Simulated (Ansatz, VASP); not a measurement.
NaCl: VASP beside Ansatz

```
Na Cl
1.0
    -2.21934    2.21934    3.10433
     2.21934   -2.21934    3.10433
     2.21934    2.21934   -3.10433
Na Cl
1 1
Direct
  0.00000 0.00000 0.00000
  0.25000 0.75000 0.50000
```

Alike in both runs: functional PBE; k mesh 8 × 8 × 8; occupations gaussian, width 0.02 eV; no spin polarisation.

Ansatz relaxed the structure, and its values are those at the end. VASP's run is a single point on that final structure, the one shown.

|  | VASP | Ansatz |
| --- | --- | --- |
| version | VASP 6.6.1 | Ansatz 0.2.0 |
| potentials or method | VASP PAW PBE potentials, release 64 (Na_pv, Cl), cutoff 520 eV | scalar-relativistic, plane waves, PAW |
| valence electrons in the cell | 14 | 16 |

|  | VASP | Ansatz | Ansatz less VASP |
| --- | --- | --- | --- |
| gap on the k mesh at the Fermi level (eV) | 4.84 | 4.84 | +0.001 |
| least direct gap on the mesh (eV) | 4.84 | 4.84 | +0.001 |
| pressure (GPa) | 0.0 | 0.0 | +0.01 |

With one functional, cell and mesh, what is left measures potentials, basis and numerics. VASP's potentials hold 14 valence electrons a cell and Ansatz's 16, so a difference there can come from the potentials and not from the codes.
